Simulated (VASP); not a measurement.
## SnGe2: single point with PBE

Crystal: SnGe2.

```
Ge Sn
1.0
     4.25480    0.00000    0.00000
    -2.12740    3.68477    0.00000
     0.00000    0.00000   10.43048
Ge Sn
4 2
Direct
  0.00000 0.00000 0.88205
  0.66667 0.33333 0.53508
  0.33333 0.66667 0.46492
  0.00000 0.00000 0.11795
  0.33333 0.66667 0.20869
  0.66667 0.33333 0.79131
```

| Item | Value |
| --- | --- |
| Program | VASP 6.6.1 |
| Task | single point |
| Functional | PBE |
| Potentials or basis | VASP PAW PBE potentials, release 64 (Ge_d, Sn_d) |
| Cutoff | 520 eV |
| k mesh | 6 × 6 × 2 |
| Occupations | fermi-dirac, width 0.02 eV |
| Spin | no spin polarisation |
| Dipole correction | no |
| Further INCAR settings | ALGO = Normal; EDIFF = 1e-06; NBANDS = 51 |

The pressure is 1.5 GPa, the largest force is 0.021 eV/Å and the band gap on the k mesh is zero (bands 42 and 43 overlap by 0.29 eV).

Forces in eV/Å, atoms in the order of the input:
```
Ge   0.000  0.000 -0.021
Ge   0.000  0.000 -0.019
Ge   0.000  0.000  0.019
Ge   0.000  0.000  0.021
Sn   0.000  0.000  0.011
Sn   0.000  0.000 -0.011
```

Stress tensor (GPa, compression positive):
```
1.56 0.00 0.00
0.00 1.56 0.00
0.00 0.00 1.48
```

Levels at points of the mesh, in eV from the Fermi level:
| k point | band 38 | band 39 | band 40 | band 41 | band 42 | band 43 | band 44 | band 45 | band 46 | band 47 |
| --- | --- | --- | --- | --- | --- | --- | --- | --- | --- | --- |
| (0.00, 0.00, 0.00) | -1.12 | -0.85 | -0.85 | 0.09 | 0.26 | 0.26 | 0.42 | 0.55 | 2.46 | 2.46 |
| (0.50, 0.00, 0.00) | -2.66 | -2.60 | -2.56 | -1.85 | -1.39 | 0.76 | 0.86 | 1.31 | 1.82 | 3.46 |
| (0.00, 0.00, 0.50) | -1.25 | -0.61 | -0.61 | -0.42 | 0.01 | 0.01 | 0.56 | 1.35 | 2.90 | 2.90 |
| (0.50, 0.00, 0.50) | -3.16 | -2.48 | -2.28 | -1.16 | -1.07 | -0.02 | 1.07 | 1.25 | 2.52 | 2.59 |

Wall time 61 s on 1 thread of AMD EPYC 9R45 96-Core Processor (Zen 5) (shared host), peak memory 0.28 GiB.

Caveat: semilocal functionals underestimate gaps, so a narrow gap can read as zero; spin-orbit coupling is left out, which moves the levels of the heavy elements.
